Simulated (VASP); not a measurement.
The system is CsNi3.

```xyz
4
Lattice="4.1783 0.0000 0.0000 0.0000 4.1783 0.0000 0.0000 0.0000 4.1783" Properties=species:S:1:pos:R:3 pbc="T T T"
Cs    0.0000    0.0000    0.0000
Ni    0.0000    2.0892    2.0892
Ni    2.0892    0.0000    2.0892
Ni    2.0892    2.0892    0.0000
```

```yaml
Program: VASP 6.6.1
Task: relaxation of cell and atoms
Functional: PBE
Potentials_or_basis: VASP PAW PBE potentials, release 64 (Cs_sv, Ni)
Cutoff: 600 eV
k_mesh: 4 × 4 × 4
Occupations: gaussian, width 0.1 eV
Spin: collinear spin, ferromagnetic start
Starting_moments: "[0.0, 0.55, 0.55, 0.55] μB"
```

At the start: pressure -3.3 GPa; volume 18.24 Å³/atom.

Q: Where does the relaxation end?

A: Over 3 steps the energy falls by 14.6 meV/atom and the volume is 16.95 Å³/atom (-7.0 %); space group Pm-3m (No. 221, to 0.1 Å) before and after; moment 1.35 μB per cell.

The path:
| step | energy change (eV) | largest force (eV/Å) | pressure (GPa) | volume (Å³) |
| --- | --- | --- | --- | --- |
| 1 | 0.0000 | 0.0000 | -3.32 | 72.95 |
| 2 | -0.0546 | 0.0000 | -0.99 | 69.03 |
| 3 | -0.0586 | 0.0000 | -0.04 | 67.82 |

Final structure:
```yaml
crystal:
  lattice:
    - [4.07805, 0.00000, 0.00000]
    - [0.00000, 4.07805, 0.00000]
    - [0.00000, 0.00000, 4.07805]
  atoms:
    - { symbol: Cs, position: [0.00000, 0.00000, 0.00000] }
    - { symbol: Ni, position: [0.00000, 0.50000, 0.50000] }
    - { symbol: Ni, position: [0.50000, 0.00000, 0.50000] }
    - { symbol: Ni, position: [0.50000, 0.50000, 0.00000] }
```

Caveat: the k points lie up to 0.39 Å⁻¹ apart in the final cell.
